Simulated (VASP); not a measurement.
Sn2TeO2:

```
CELL_PARAMETERS angstrom
4.49577 0.00000 0.00000
-2.24788 3.89345 0.00000
0.00000 0.00000 7.43790
ATOMIC_POSITIONS crystal
Sn 0.00000 0.00000 0.30551
Sn 0.00000 0.00000 0.69449
Te 0.00000 0.00000 0.00000
O 0.33333 0.66667 0.00000
O 0.66667 0.33333 0.00000
```

The cell was generated, and may not be a known phase.

| Quantity | Value |
| --- | --- |
| Program | VASP 6.6.1 |
| Task | relaxation of cell and atoms |
| Functional | PBE |
| Potentials or basis | VASP PAW PBE potentials, release 64 (Sn_d, Te, O) |
| Cutoff | 600 eV |
| k mesh | 6 × 6 × 4 |
| Occupations | gaussian, width 0.1 eV |
| Spin | no spin polarisation |

At the start: pressure 11.0 GPa; volume 26.04 Å³/atom.

**Question.** How do energy, volume and symmetry change on relaxing?

**Answer.** Over 11 steps the energy falls by 1320.0 meV/atom and the volume is 22.90 Å³/atom (-12.0 %); space group P6/mmm (No. 191, to 0.1 Å) before and after.

The path:
| step | energy change (eV) | largest force (eV/Å) | pressure (GPa) | volume (Å³) |
| --- | --- | --- | --- | --- |
| 1 | 0.0000 | 8.4968 | 10.97 | 130.19 |
| 2 | -4.8548 | 0.4821 | -8.62 | 154.59 |
| 3 | -5.0504 | 0.6514 | -8.66 | 145.01 |
| 4 | -6.4611 | 0.9586 | -2.20 | 119.02 |
| 5 | -6.4959 | 0.9216 | -0.40 | 115.70 |
| 6 | -6.4960 | 0.9158 | -0.01 | 115.15 |
| 7 | -6.5563 | 0.5216 | -0.02 | 114.59 |
| 8 | -6.5976 | 0.0019 | 0.65 | 113.41 |
| 9 | -6.5977 | 0.0159 | 0.63 | 113.45 |
| 10 | -6.5986 | 0.0105 | -0.45 | 115.36 |
| 11 | -6.6000 | 0.0127 | 0.01 | 114.51 |

Final structure:
```yaml
crystal:
  lattice:
    - [3.81487, 0.00000, 0.00000]
    - [-1.90743, 3.30377, 0.00000]
    - [0.00000, 0.00000, 9.08590]
  atoms:
    - { symbol: Sn, position: [0.00000, 0.00000, 0.32805] }
    - { symbol: Sn, position: [0.00000, 0.00000, 0.67195] }
    - { symbol: Te, position: [0.00000, 0.00000, 0.00000] }
    - { symbol: O, position: [0.33333, 0.66667, 0.00000] }
    - { symbol: O, position: [0.66667, 0.33333, 0.00000] }
```

Caveat: a cell axis changed by over 15 % at a fixed basis, so the end point is rough.
